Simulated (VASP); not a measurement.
Here is a VASP 6.6.1 calculation.

INCAR

```
ALGO = Normal ; EDIFF = 1E-6
ENCUT = 500 ; GGA = PS
GGA_COMPAT = False ; ISIF = 2
ISMEAR = 0 ; IVDW = 12
LASPH = True ; LCHARG = True
LELF = True ; LREAL = False
LVHAR = True ; LWAVE = False
NBANDS = 17 ; NELM = 120
PREC = Accurate ; SIGMA = 0.01
```

Contents of KPOINTS:

```
k-points
0
Gamma
  4 4 4
```

File POSCAR:

```
SnSe
1.0
   -0.0908480799      3.0316104079      2.9874442645
    2.9884126451      0.0083260768      2.8882701079
    2.9744659674      2.9184995569      0.0222627712
Sn Se
1 1
Direct
    0.9945300000      0.0021300000      0.9977100000
    0.4960000000      0.5045200000      0.4834500000
```

Potentials or basis: VASP PAW PBE potentials, release 64 (Sn_d, Se).

Command:

```sh
$ cat potpaw_PBE.64/Sn_d/POTCAR potpaw_PBE.64/Se/POTCAR > POTCAR
$ mpirun -np 1 vasp_std > vasp.out
```

Task: Estimate the largest force.

Result: 0.013 eV/Å.

Task: Estimate the dispersion energy per atom.

Result: -0.342 eV.

Task: What does it give for the pressure?

Result: -3.5 GPa.

Task: Estimate the band gap on the k mesh.

Result: 0.43 eV (least direct gap 0.79 eV).

Forces in eV/Å, atoms in the order of the input:
```
Sn   0.008 -0.009  0.005
Se  -0.008  0.009 -0.005
```

Caveat: the k points lie up to 0.47 Å⁻¹ apart; semilocal functionals underestimate gaps, and a narrow one can read as zero; the PAW data sets were made with another functional, which shifts forces and pressure a little; spin-orbit coupling is left out, which moves the levels of the heavy elements. A k mesh can miss the band edges.
